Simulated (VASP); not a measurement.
CoSi:

```
CELL_PARAMETERS angstrom
4.43085 0.00000 0.00000
0.00000 4.43085 0.00000
0.00000 0.00000 4.43085
ATOMIC_POSITIONS crystal
Co 0.14502 0.14502 0.14502
Co 0.35498 0.85498 0.64502
Co 0.64502 0.35498 0.85498
Co 0.85498 0.64502 0.35498
Si 0.84316 0.84316 0.84316
Si 0.65684 0.15684 0.34316
Si 0.34316 0.65684 0.15684
Si 0.15684 0.34316 0.65684
```

| Quantity | Value |
| --- | --- |
| Program | VASP 6.6.1 |
| Task | relaxation of cell and atoms |
| Functional | PBE |
| Dispersion | D3(BJ) |
| Potentials or basis | VASP PAW PBE potentials, release 64 (Co, Si) |
| Cutoff | 600 eV |
| k mesh | 8 × 8 × 8 |
| Occupations | gaussian, width 0.1 eV |
| Spin | no spin polarisation |

At the start: pressure -7.7 GPa; volume 10.87 Å³/atom.

**Question.** How do energy, volume and symmetry change on relaxing?

**Answer.** Over 8 steps the energy falls by 9.2 meV/atom and the volume is 10.51 Å³/atom (-3.4 %); space group P2_13 (No. 198, to 0.1 Å) before and after.

Step by step:
| step | energy change (eV) | largest force (eV/Å) | pressure (GPa) | volume (Å³) |
| --- | --- | --- | --- | --- |
| 1 | 0.0000 | 0.0048 | -7.67 | 86.99 |
| 2 | 0.0490 | 0.1862 | 11.47 | 80.60 |
| 3 | -0.0716 | 0.0755 | -0.07 | 84.12 |
| 4 | -0.0716 | 0.0771 | 0.08 | 84.07 |
| 5 | -0.0727 | 0.0490 | 0.13 | 84.04 |
| 6 | -0.0731 | 0.0283 | 0.16 | 83.99 |
| 7 | -0.0732 | 0.0165 | 0.08 | 84.00 |
| 8 | -0.0732 | 0.0048 | -0.06 | 84.07 |

Final structure:
```
Co Si
1.0
     4.38076    0.00000    0.00000
     0.00000    4.38076    0.00000
     0.00000    0.00000    4.38076
Co Si
4 4
Cartesian
  0.6401 0.6401 0.6401
  1.5503 3.7407 2.8304
  2.8304 1.5503 3.7407
  3.7407 2.8304 1.5503
  3.6960 3.6960 3.6960
  2.8751 0.6847 1.5056
  1.5056 2.8751 0.6847
  0.6847 1.5056 2.8751
```

Caveat: the run has no spin polarisation, though such a crystal can be magnetic.
